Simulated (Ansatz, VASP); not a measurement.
## ZnS: VASP beside Ansatz

Contents of INCAR:

```
SYSTEM = ZnS
PREC     = Accurate       ! precision mode
ENCUT    = 520            ! plane-wave cutoff, eV
EDIFF    = 1E-6           ! SCF threshold, eV
ISMEAR   = 0              ! smearing method
SIGMA    = 0.05           ! smearing width, eV
LREAL    = .False.        ! projectors in reciprocal space
LASPH    = .True.         ! aspherical terms in the spheres
NELM     = 100            ! most SCF steps
ALGO     = Normal         ! electronic algorithm
ISIF     = 2              ! what is computed and relaxed
LWAVE    = .False.        ! write WAVECAR
LCHARG   = .True.         ! write CHGCAR
GGA      = PS             ! functional
LELF     = .True.         ! ELF
LVHAR    = .True.       
NBANDS   = 26             ! bands
```

The input KPOINTS:

```
Automatic mesh
0
Gamma
  9 9 6
  0 0 0
```

The input POSCAR:

```
ZnS
1.0
    3.8295871208      0.0000000000      0.0000000000
   -1.9147935604      3.3165197327      0.0000000000
    0.0000000000      0.0000000000      5.5693685498
Zn S
2 2
Direct
    0.3333333333      0.6666666667      0.0054424479
    0.6666666667      0.3333333333      0.5054424479
    0.3333333333      0.6666666667      0.3795575521
    0.6666666667      0.3333333333      0.8795575521
```

Input for Ansatz:

```yaml
crystal:
  lattice:
    - [3.8295871208, 0.0, 0.0]
    - [-1.9147935604, 3.3165197327, 0.0]
    - [0.0, 0.0, 5.5693685498]
  atoms:
    - { symbol: Zn, position: [0.3333333333, 0.6666666667, 0.0054424479] }
    - { symbol: Zn, position: [0.6666666667, 0.3333333333, 0.5054424479] }
    - { symbol: S, position: [0.3333333333, 0.6666666667, 0.3795575521] }
    - { symbol: S, position: [0.6666666667, 0.3333333333, 0.8795575521] }
basis:
  ecutwfc: 520.0
kpoints:
  mp_grid: { grid: [9, 9, 6] }
hamiltonian:
  xc: pbesol
  pseudopotentials: { kind: paw }
scf:
  occupations: { method: gaussian, width: 0.05 }
output:
  forces: true
  stress: true
  eigenvalues: true
  write_density: true
  write_potential: true
  elf: true
  volumetric_format: npy
```

Alike in both runs: task single point; functional PBEsol; k mesh 9 × 9 × 6; occupations gaussian, width 0.05 eV; no spin polarisation.

|  | VASP | Ansatz |
| --- | --- | --- |
| version | VASP 6.6.1 | Ansatz 0.2.0 |
| potentials or method | VASP PAW PBE potentials, release 64 (Zn, S), cutoff 520 eV | scalar-relativistic, plane waves, PAW |
| valence electrons in the cell | 36 | 36 |

|  | VASP | Ansatz | Ansatz less VASP |
| --- | --- | --- | --- |
| gap on the k mesh at the Fermi level (eV) | 2.15 | 2.15 | -0.002 |
| least direct gap on the mesh (eV) | 2.15 | 2.15 | -0.002 |
| pressure (GPa) | 11.1 | 10.8 | -0.28 |
| traceless stress, the component that is largest in VASP (GPa) | 19.57 | 19.52 | -0.054 |
| rms of the force components (eV/Å) | 1.114 | 1.109 | -0.0047 |

VASP's potentials were made for PBE, not for PBEsol. Atom by atom the forces differ by 0.005 eV/Å (rms over components). The functional is the same, so the differences come from potentials, cutoffs and numerics.
